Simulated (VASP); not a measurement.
Here is a VASP 6.6.1 calculation.

Contents of INCAR:

```
ALGO = Normal
DIPOL = 0.5 0.5 0.408
EDIFF = 1E-6
ENCUT = 520
GGA = PE
IDIPOL = 3
ISIF = 2
ISMEAR = 0
IVDW = 12
LASPH = True
LCHARG = False
LDIPOL = True
LREAL = False
LWAVE = False
NBANDS = 35
NELM = 100
PREC = Accurate
SIGMA = 0.05
```

KPOINTS

```
k-points
0
Gamma
  9 9 1
```

Contents of POSCAR:

```
Te2Mo
1.0
    3.5038817003      0.0000000000      0.0000000000
   -1.7519408501      3.0344505643      0.0000000000
    0.0000000000      0.0000000000     24.7677199090
Te Mo
4 2
Direct
    0.3333333333      0.6666666667      0.1816881011
    0.3333333333      0.6666666667      0.3283616122
    0.3333333333      0.6666666667      0.4883601541
    0.3333333333      0.6666666667      0.6350330270
    0.6666666667      0.3333333333      0.2550062467
    0.0000000000      1.0000000000      0.5617169201
```

Potentials or basis: VASP PAW PBE potentials, release 64 (Te, Mo_sv).

Launch:

```sh
$ cat potpaw_PBE.64/Te/POTCAR potpaw_PBE.64/Mo_sv/POTCAR > POTCAR
$ mpirun -np 1 vasp_std > vasp.out
```

Problem. Estimate the largest force.

Solution. 0.014 eV/Å.

Problem. Predict the dispersion energy per atom.

Solution. -0.449 eV.

Problem. What does it give for the band gap on the k mesh?

Solution. 1.17 eV (least direct gap 1.18 eV).

Forces in eV/Å, atoms in the order of the input:
```
Te   0.000  0.000 -0.014
Te   0.000  0.000  0.013
Te   0.000  0.000 -0.013
Te   0.000  0.000  0.014
Mo   0.000  0.000  0.000
Mo   0.000  0.000  0.000
```

Caveat: spin-orbit coupling is left out, which moves the levels of the heavy elements.
